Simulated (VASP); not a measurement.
Set up this calculation in VASP 6.6.1, as the native input.

```yaml
Task: single point
Functional: PBE
Potentials_or_basis: VASP PAW PBE potentials, release 64 (K_sv, Br)
Cutoff: 520 eV
k_mesh: 4 × 4 × 4
Occupations: gaussian, width 0.02 eV
Spin: no spin polarisation
Dipole_correction: no
Further_INCAR_settings: ALGO = Normal; EDIFF = 1e-06; NBANDS = 23
```

The structure of KBr3 lies in POSCAR:

```
KBr3
1.0
    7.7121975719      0.0000000000      0.0000000000
    0.0000000000      7.7121975719      0.0000000000
    0.0000000000      0.0000000000     11.1090442064
K Br
1 3
Direct
    0.0000000000      0.0000000000      0.5000000000
    0.0000000000      0.0000000000      0.0000000000
    0.0000000000      0.0000000000      0.2299059811
    0.0000000000      0.0000000000      0.7700940189
```

One way to write it, as run:

INCAR

```
PREC = Accurate
ENCUT = 520
EDIFF = 1E-6
ISMEAR = 0
SIGMA = 0.02
LREAL = F
LASPH = T
NELM = 100
ALGO = Normal
ISIF = 2
LWAVE = F
LCHARG = F
GGA = PE
NBANDS = 23
```

KPOINTS

```
Automatic mesh
0
Gamma
  4 4 4
```

Potentials or basis: VASP PAW PBE potentials, release 64 (K_sv, Br).

The run is started by

```sh
$ cat potpaw_PBE.64/K_sv/POTCAR potpaw_PBE.64/Br/POTCAR > POTCAR
$ mpirun -np 1 vasp_std > vasp.out
```

Results of the run:

* Pressure: 0.0 GPa
* Largest force: 0.009 eV/Å
* Band gap on the k mesh: 1.98 eV, indirect (least direct gap 2.00 eV)

Run time: 3.9 min on 1 thread of Intel(R) Xeon(R) 6975P-C (Granite Rapids) (shared host), peak memory 0.75 GiB.
